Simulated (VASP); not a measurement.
Set up this calculation in VASP 6.6.1, as the native input.

* Task: single point
* Functional: PBE
* Potentials or basis: VASP PAW PBE potentials, release 64 (Li_sv, Cl)
* Cutoff: 520 eV
* k mesh: 8 × 8 × 8
* Occupations: gaussian, width 0.05 eV
* Spin: no spin polarisation
* Dipole correction: no
* Further INCAR settings: ALGO = Normal; EDIFF = 1e-06; NBANDS = 12

The structure of LiCl lies in POSCAR:

```
LiCl
1.0
    0.0000000000      2.3595792000      2.3595792000
    2.3595792000      0.0000000000      2.3595792000
    2.3595792000      2.3595792000      0.0000000000
Li Cl
1 1
Direct
    0.0000000000      0.0000000000      0.0000000000
    0.5000000000      0.5000000000      0.5000000000
```

This cell differs from its parent crystal: strain -0.080 along x and y, -0.080 along z.

The input as run:

INCAR

```
  ALGO = Normal
  EDIFF = 1E-6
  ENCUT = 520
  GGA = PE
  ISIF = 2
  ISMEAR = 0
  LASPH = T
  LCHARG = F
  LREAL = F
  LWAVE = F
  NBANDS = 12
  NELM = 60
  PREC = Accurate
  SIGMA = 0.05
```

KPOINTS

```
k-points
0
Gamma
  8 8 8
```

Potentials or basis: VASP PAW PBE potentials, release 64 (Li_sv, Cl).

Run with:

```console
$ cat potpaw_PBE.64/Li_sv/POTCAR potpaw_PBE.64/Cl/POTCAR > POTCAR
$ mpirun -np 1 vasp_std > vasp.out
```

Results of the run:

The band gap on the k mesh is 6.98 eV (least direct gap 7.36 eV).

Caveat: the cell differs from its parent crystal (strain -0.080 along x and y, -0.080 along z).

It took 14 s on 1 thread of Intel(R) Xeon(R) Platinum 8375C CPU @ 2.90GHz (Ice Lake), on a shared host, peak memory 0.14 GiB.
